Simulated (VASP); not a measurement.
# Al27As27H (a cell with a defect) in VASP: notebook

Al27As27H (a cell with a defect) is run at these levels: PBE; tasks: single point.

Program: VASP 6.6.1. These are calculated values, not measurements. Logs are shortened: lines on timing, memory, paths and dates and some standing lists are left out, and cuts for length are marked.

**1. The cell of the first run**

The cell holds a defect, 55 atoms: a = 12.151 Å, b = 12.151 Å, c = 12.151 Å, α = 60.00°, β = 60.00°, γ = 60.00°.

**2. Single point, PBE**

The input, INCAR:

```
SYSTEM = Al27As27H
PREC = Accurate ; ENCUT = 520
EDIFF = 1E-6 ; ISMEAR = 0
SIGMA = 0.01 ; LREAL = Auto
LASPH = .True. ; NELM = 80
ALGO = Normal ; ISIF = 2
LWAVE = .False. ; LCHARG = .False.
GGA = PE ; NELECT = 216.0
NBANDS = 142
```

The input, KPOINTS:

```
Automatic mesh
0
Gamma
  1 1 1
  0 0 0
```

The input, POSCAR:

```
Al27As27H
1.0
    0.0000000000      8.5918684793     -8.5918684793
    8.5918684793      8.5918684793      0.0000000000
    8.5918684793      0.0000000000     -8.5918684793
Al As H
27 27 1
Direct
    0.3333608797      0.6666942130      0.6665840277
    0.3352125324      0.9989163675      0.6655830342
    0.3352125324      0.3336213991      0.6655830342
    0.0002880658      0.6685458658      0.6655830342
    0.0002880658     -0.0010836325      0.6655830342
   -0.0080459754      0.3252873579      0.6908045928
    0.6655830342      0.6685458658      0.6655830342
    0.6666666667      0.0000000000      0.6666666667
    0.6655830342      0.3336213991      0.6655830342
    0.3333608797      0.6666942130      0.3333608797
    0.3333608797     -0.0000826390      0.3333608797
    0.3312522388      0.3354144279      0.3312522388
    0.0020810945      0.6645855721      0.3312522388
    0.0002880658     -0.0010836325      0.3352125324
    0.0020810945      0.3354144279      0.3312522388
    0.6665840277      0.6666942130      0.3333608797
    0.6655830342     -0.0010836325      0.3352125324
    0.6655830342      0.3336213991      0.3352125324
    0.3312522388      0.6645855721      1.0020810945
    0.3352125324     -0.0010836325      1.0002880658
    0.3312522388      0.3354144279      1.0020810945
    0.0020810945      0.6645855721      1.0020810945
   -0.0080459754      0.0241379262      0.9919540246
   -0.0080459754      0.3252873579      0.9919540246
    0.6655830342      0.6685458658      1.0002880658
    0.6655830342     -0.0010836325      1.0002880658
    0.6908045928      0.3252873579      0.9919540246
    0.4166666667      0.7500000000      0.4166666667
    0.4162812688      0.0839520862      0.4162812688
    0.4162812688      0.4168187095      0.4162812688
    0.0834853762      0.7496146022      0.4162812688
    0.0834853762      0.0839520862      0.4162812688
    0.0805323700      0.4138657033      0.4250695567
    0.7506187528      0.7496146022      0.4162812688
    0.7499917631      0.0833250964      0.4166913775
    0.7506187528      0.4168187095      0.4162812688
    0.4162812688      0.7496146022      0.0834853762
    0.4162812688      0.0839520862      0.0834853762
    0.4250695567      0.4138657033      0.0805323700
    0.0805323700      0.7584028900      0.0805323700
    0.0872207885      0.0794458782      0.0872207885
    0.0805323700      0.4138657033      0.0805323700
    0.7506187528      0.7496146022      0.0834853762
    0.7461125448      0.0794458782      0.0872207885
    0.7461125448      0.4205541218      0.0872207885
    0.4162812688      0.7496146022      0.7506187528
    0.4166913775      0.0833250964      0.7499917631
    0.4162812688      0.4168187095      0.7506187528
    0.0834853762      0.7496146022      0.7506187528
    0.0872207885      0.0794458782      0.7461125448
    0.0872207885      0.4205541218      0.7461125448
    0.7499917631      0.7500247108      0.7499917631
    0.7499917631      0.0833250964      0.7499917631
    0.7461125448      0.4205541218      0.7461125448
    0.9166666667      0.2500000000      0.9166666667
```

Potentials or basis: VASP PAW PBE potentials, release 64 (Al, As, H).

Command:

```bash
$ cat potpaw_PBE.64/Al/POTCAR potpaw_PBE.64/As/POTCAR potpaw_PBE.64/H/POTCAR > POTCAR
$ mpirun -np 1 vasp_gam > vasp.out
```

OUTCAR:

```text
SYSTEM = Al27As27H
   PREC = Accurate
   ENCUT = 520
   EDIFF = 1E-6
   ISMEAR = 0
   LREAL = Auto
   LASPH = .True.
   NELM = 80
   ISIF = 2
   GGA = PE
   NELECT = 216.0

 ion  position               nearest neighbor table
   1  0.333  0.667  0.667-  46 2.48  48 2.48  49 2.48  28 2.48
   2  0.335  0.999  0.666-  50 2.46  46 2.47  29 2.47  47 2.48
   3  0.335  0.334  0.666-  51 2.46  30 2.47  48 2.47  47 2.48
   4  0.000  0.669  0.666-  51 2.46  31 2.47  49 2.47  52 2.48
   5  0.000  0.999  0.666-  50 2.46  49 2.47  32 2.47  53 2.48
   6  0.992  0.325  0.691-  50 2.46  51 2.46  54 2.46  33 2.64
[... 46 lines left out ...]
  53  0.750  0.083  0.750-   8 2.48   9 2.48   5 2.48  26 2.48
  54  0.746  0.421  0.746-   6 2.46  27 2.46   9 2.46   7 2.46
  55  0.917  0.250  0.917-

  LATTYP: Found a face centered cubic cell.
 ALAT       =    17.1837369586

  Lattice vectors:

 A1 = (   0.0000000000,   8.5918684793,  -8.5918684793)
 A2 = (   8.5918684793,   8.5918684793,   0.0000000000)
 A3 = (   8.5918684793,   0.0000000000,  -8.5918684793)

Analysis of symmetry for initial positions (statically):
=====================================================================
 Subroutine PRICEL returns:
 Original cell was already a primitive cell.

 Routine SETGRP: Setting up the symmetry group for a
 face centered cubic supercell.

 Subroutine GETGRP returns: Found 24 space group operations
 (whereof  6 operations were pure point group operations)
 out of a pool of 48 trial point group operations.

The static configuration has the point symmetry C_3v.
 The point group associated with its full space group is T_d .

Analysis of symmetry for dynamics (positions and initial velocities):
=====================================================================
 Subroutine PRICEL returns:
 Original cell was already a primitive cell.

 Routine SETGRP: Setting up the symmetry group for a
 face centered cubic supercell.

 Subroutine GETGRP returns: Found 24 space group operations
 (whereof  6 operations were pure point group operations)
 out of a pool of 48 trial point group operations.

The dynamic configuration has the point symmetry C_3v.
 The point group associated with its full space group is T_d .

 Subroutine INISYM returns: Found 24 space group operations
 (whereof  6 operations are pure point group operations),
 and found     1 'primitive' translations

----------------------------------------------------------------------------------------

                                     Primitive cell

  volume of cell :    1268.5070

  direct lattice vectors                    reciprocal lattice vectors
     0.000000000  8.591868479 -8.591868479    -0.058194559  0.058194559 -0.058194559
     8.591868479  8.591868479  0.000000000     0.058194559  0.058194559  0.058194559
     8.591868479  0.000000000 -8.591868479     0.058194559 -0.058194559 -0.058194559

  length of vectors
    12.150736930 12.150736930 12.150736930     0.100795933  0.100795933  0.100795933

  position of ions in fractional coordinates (direct lattice)
     0.333360880  0.666694213  0.666584028
     0.335212532  0.998916368  0.665583034
     0.335212532  0.333621399  0.665583034
     0.000288066  0.668545866  0.665583034
     0.000288066  0.998916368  0.665583034
     0.991954025  0.325287358  0.690804593
[... 47 lines left out ...]
     0.746112545  0.420554122  0.746112545
     0.916666667  0.250000000  0.916666667

  ion indices of the primitive-cell ions
   primitive index   ion index
                 1           1
                 2           2
                 3           3
                 4           4
                 5           5
                 6           6
[... 47 lines left out ...]
                54          54
                55          55

----------------------------------------------------------------------------------------

 KPOINTS: Automatic mesh

Automatic generation of k-mesh.
 Grid dimensions read from file:
 generate k-points for:    1    1    1

 Generating k-lattice:

  Cartesian coordinates                     Fractional coordinates (reciprocal lattice)
    -0.058194559  0.058194559 -0.058194559     1.000000000  0.000000000  0.000000000
     0.058194559  0.058194559  0.058194559     0.000000000  1.000000000  0.000000000
     0.058194559 -0.058194559 -0.058194559     0.000000000  0.000000000  1.000000000

  Length of vectors
     0.100795933  0.100795933  0.100795933

  Shift w.r.t. Gamma in fractional coordinates (k-lattice)
     0.000000000  0.000000000  0.000000000

 Subroutine IBZKPT returns following result:
 ===========================================

 Found      1 irreducible k-points:

 Following reciprocal coordinates:
            Coordinates               Weight
  0.000000  0.000000  0.000000      1.000000
   k-points           NKPTS =      1   k-points in BZ     NKDIM =      1   number of bands    NBANDS=    142
   number of dos      NEDOS =    301   number of ions     NIONS =     55
   total plane-waves  NPLWV = 729000
   dimension x,y,z NGX =    90 NGY =   90 NGZ =   90
   dimension x,y,z NGXF=   180 NGYF=  180 NGZF=  180
   ions per type =              27  27   1
   NGX,Y,Z   is equivalent  to a cutoff of  12.31, 12.31, 12.31 a.u.
   NGXF,Y,Z  is equivalent  to a cutoff of  24.63, 24.63, 24.63 a.u.
 SYSTEM =  Al27As27H
   PREC   = accura    normal or accurate (medium, high low for compatibility)
   ISTART =      0    job   : 0-new  1-cont  2-samecut
   ICHARG =      2    charge: 1-file 2-atom 10-const
   ISPIN  =      1    spin polarized calculation?
   LNONCOLLINEAR =      F non collinear calculations
   LSORBIT =      F    spin-orbit coupling
   LASPH  =      T    aspherical Exc in radial PAW
   ENCUT  =  520.0 eV  38.22 Ry    6.18 a.u.  22.59 22.59 22.59*2*pi/ulx,y,z
   NELM   =     80;   NELMIN=  2; NELMDL= -5     # of ELM steps
   EDIFF  = 0.1E-05   stopping-criterion for ELM
   LREAL  =      T    real-space projection
   EDIFFG = 0.1E-04   stopping-criterion for IOM
   NSW    =      0    number of steps for IOM
   IBRION =     -1    ionic relax: 0-MD 1-quasi-New 2-CG
   NFREE  =      0    steps in history (QN), initial steepest desc. (CG)
   ISIF   =      2    stress and relaxation
   ISYM   =      2    0-nonsym 1-usesym 2-fastsym
   POTIM  = 0.5000    time-step for ionic-motion
   TEBEG  =    0.0;   TEEND  =   0.0 temperature during run
   PSTRESS=    0.0 pullay stress
   NELECT =     216.0000    total number of electrons
   NUPDOWN=      -1.0000    fix difference up-down
   EMIN   =  10.00;   EMAX   =-10.00  energy-range for DOS
   EFERMI =   0.00;   METHOD = LEGACY
   ISMEAR =     0;   SIGMA  =   0.01  broadening in eV -4-tet -1-fermi 0-gaus
   EFERMI_NEDOS =   21; number of points for ismear=-14 and -15
   IALGO  =     38    algorithm
   IMIX   =      4    mixing-type and parameters
     AMIX     =   0.40;   BMIX     =  1.00
     AMIX_MAG =   1.60;   BMIX_MAG =  1.00
  volume/ion in A,a.u.               =      23.06       155.64
  Fermi-wavevector in a.u.,A,eV,Ry     =   0.907392  1.714723 11.202506  0.823361
  Thomas-Fermi vector in A             =   2.031194
   LORBIT       =      0    0 simple, 1 ext, 2 COOP (PROOUT), +10 PAW based schemes
   GGA     = PE    functional components
   LHFCALC =     F    Hartree Fock is set to
   AEXX    =    0.0000 exact exchange contribution
   IVDW    =     0    specifies the selected vdW correction
   LEPSILON=     F    determine dielectric tensor
   LRPA    =     F    only Hartree local field effects (RPA)
 non-spin polarized calculation
 Gauss-broadening in eV      SIGMA  =   0.01
  energy-cutoff  :      520.00
  volume of cell :     1268.51
 maximum number of plane-waves:     17164
 NGX is ok and might be reduce to    90
   NGX = 45   NGY = 45   NGZ = 45

 number of electron     215.9999984 magnetization

 Free energy of the ion-electron system (eV)
  ---------------------------------------------------
  ext. energy  EPLUGINS =         0.00000000
  ---------------------------------------------------
  free energy    TOTEN  =      -247.86234181 eV

  energy without entropy =     -247.84691558  energy(sigma->0) =     -247.85462870

 E-fermi :   3.7099     XC(G=0):  -8.8543

 val. band max:        3.7068995061   @ k =   0.0000   0.0000   0.0000
 cond. band min:       5.4724787666   @ k =   0.0000   0.0000   0.0000
 fundamental gap:      1.7655792605
 Fermi energy:         3.7099450531

 k-point     1 :       0.0000    0.0000    0.0000
  band No.  band energies     occupation
      1      -8.0048      2.00000
      2      -7.1486      2.00000
      3      -7.1261      2.00000
      4      -7.1261      2.00000
      5      -7.1261      2.00000
      6      -7.0741      2.00000
[... 112 lines left out ...]
    119       5.8466      0.00000
    120       5.9032      0.00000
 [bands above 120 left out]

------------------------ aborting loop because EDIFF is reached ----------------------------------------

  FORCE on cell =-STRESS in cart. coord.  units (eV):
  Direction    XX          YY          ZZ          XY          YZ          ZX
  --------------------------------------------------------------------------------------
  -------------------------------------------------------------------------------------
  Total        0.8815449      0.8815449      0.8815449     -0.0000000      0.0000000      0.0000000
  in kB        1.1134281      1.1134281      1.1134281     -0.0000000      0.0000000      0.0000000
  external PRESSURE =       1.1134281 kB  Pullay stress =       0.0000000 kB

 VOLUME and BASIS-vectors are now :
 -----------------------------------------------------------------------------
  energy-cutoff  :      520.00
  volume of cell :     1268.51
      direct lattice vectors                 reciprocal lattice vectors
     0.000000000  8.591868479 -8.591868479    -0.058194559  0.058194559 -0.058194559
     8.591868479  8.591868479  0.000000000     0.058194559  0.058194559  0.058194559
     8.591868479  0.000000000 -8.591868479     0.058194559 -0.058194559 -0.058194559

 POSITION                                       TOTAL-FORCE (eV/Angst)
 -----------------------------------------------------------------------------------
     11.45535      8.59234     -8.59140         0.000118     -0.000118     -0.000118
     14.30116     11.46266     -8.59870        -0.003489      0.006877     -0.006877
      8.58503      5.74653     -8.59870        -0.006877      0.003489     -0.006877
     11.46266      5.74653     -5.72108         0.006877      0.003489      0.006877
     14.30116      8.58503     -5.72108        -0.003489     -0.006877      0.006877
      8.73013     11.31756    -14.45804         0.008430     -0.008430     -0.008430
[... 47 lines left out ...]
     10.02385     10.02385    -12.82100         0.000000      0.000000     -0.011173
     10.02385     10.02385    -15.75176         0.000000      0.000000     -0.000000
 -----------------------------------------------------------------------------------
    total drift:                               -0.000005     -0.000005      0.000002

  FREE ENERGIE OF THE ION-ELECTRON SYSTEM (eV)
  ---------------------------------------------------
  free  energy   TOTEN  =      -247.8623418126 eV

  energy  without entropy=     -247.8469155806  energy(sigma->0) =     -247.85462870
```

It took 5.2 min on 1 thread of Intel Xeon Platinum 8375C at 2.90GHz (Ice Lake), shared host; peak memory 1.4 GiB.

What came out:

```
Free energy   : -247.8623 eV
Largest force : 0.015 eV/Å
```

Forces on the atoms (eV/Å):
```
Al   0.000  0.000  0.000
Al  -0.003  0.007 -0.007
Al  -0.007  0.003 -0.007
Al   0.007  0.003  0.007
Al  -0.003 -0.007  0.007
Al   0.008 -0.008 -0.008
Al   0.007  0.007  0.003
Al   0.000  0.000  0.000
Al  -0.007 -0.007  0.003
Al   0.000  0.000  0.000
Al   0.000  0.000  0.000
Al   0.000  0.000  0.001
Al  -0.001  0.000  0.000
Al   0.007 -0.007 -0.003
Al   0.000  0.001  0.000
Al   0.000  0.000  0.000
Al   0.007 -0.003 -0.007
Al   0.003 -0.007 -0.007
Al   0.000 -0.001  0.000
Al  -0.007  0.007 -0.003
Al   0.001  0.000  0.000
Al   0.000  0.000 -0.001
Al   0.008  0.008  0.008
Al  -0.008 -0.008  0.008
Al   0.003  0.007  0.007
Al  -0.007 -0.003  0.007
Al  -0.008  0.008 -0.008
As   0.000  0.000  0.000
As   0.000  0.000 -0.009
As   0.000  0.000 -0.009
As   0.009  0.000  0.000
As   0.000 -0.009  0.000
As   0.000  0.000  0.000
As   0.009  0.000  0.000
As  -0.005  0.005  0.005
As   0.000 -0.009  0.000
As   0.000  0.009  0.000
As  -0.009  0.000  0.000
As   0.000  0.000  0.000
As   0.000  0.000  0.000
As   0.000  0.000  0.011
As   0.000  0.000  0.000
As   0.000  0.000  0.009
As   0.000  0.011  0.000
As  -0.011  0.000  0.000
As   0.000  0.009  0.000
As   0.005 -0.005  0.005
As  -0.009  0.000  0.000
As   0.000  0.000  0.009
As   0.011  0.000  0.000
As   0.000 -0.011  0.000
As  -0.005 -0.005 -0.005
As   0.005  0.005 -0.005
As   0.000  0.000 -0.011
H    0.000  0.000  0.000
```

Caveat: the k points lie up to 0.63 Å⁻¹ apart; the cell carries a net charge on a neutralising background, which shifts energy and pressure; the cell is charged against a uniform background, so pressure and absolute levels hang on convention.

(Part 1 of 2 ends here.)
